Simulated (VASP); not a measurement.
Wanted: the native input for a VASP 6.6.1 run.

```yaml
Task: single point
Functional: PBE
Potentials_or_basis: VASP PAW PBE potentials, release 64 (Pt)
Cutoff: 520 eV
k_mesh: 24 × 24 × 24
Occupations: gaussian, width 0.15 eV
Spin: no spin polarisation
Dipole_correction: no
Further_INCAR_settings: ALGO = Fast; EDIFF = 1e-06; NBANDS = 11
```

The structure of Pt lies in POSCAR:

```
Pt
1.0
    0.0000000000      1.9263154446      2.0226312169
    1.9263154446      0.0000000000      2.0226312169
    1.9263154446      1.9263154446      0.0000000000
Pt
1
Direct
    0.0000000000      0.0000000000      0.0000000000
```

This cell differs from its parent crystal: ratio of the length along z to the lengths across it x 1.05, volume and fractional coordinates fixed.

These files were run (other wordings do the same):

INCAR

```
SYSTEM = Pt
PREC     = Accurate       ! precision mode
ENCUT    = 520            ! plane-wave cutoff, eV
EDIFF    = 1E-6           ! SCF threshold, eV
ISMEAR   = 0              ! smearing method
SIGMA    = 0.15           ! smearing width, eV
LREAL    = .False.        ! projectors in reciprocal space
LASPH    = .True.         ! aspherical terms in the spheres
NELM     = 100            ! most SCF steps
ALGO     = Fast           ! electronic algorithm
ISIF     = 2              ! what is computed and relaxed
LWAVE    = .False.        ! write WAVECAR
LCHARG   = .True.         ! write CHGCAR
GGA      = PE             ! functional
LELF     = .True.         ! ELF
LVHAR    = .True.       
NBANDS   = 11             ! bands
```

KPOINTS

```
regular mesh
0
Gamma
  24 24 24
  0 0 0
```

Potentials or basis: VASP PAW PBE potentials, release 64 (Pt).

Run with:

```sh
$ cat potpaw_PBE.64/Pt/POTCAR > POTCAR
$ mpirun -np 1 vasp_std > vasp.out
```

It gave:

- Pressure: 11.3 GPa
- Band gap on the k mesh: zero (bands 5 and 6 overlap by 2.49 eV)

Caveat: the cell stands under pressure; spin-orbit coupling is left out, which moves the levels of the heavy elements.

Wall time 2.2 min on 1 thread of Intel Xeon 8259CL, on a shared host, peak memory 0.29 GiB.
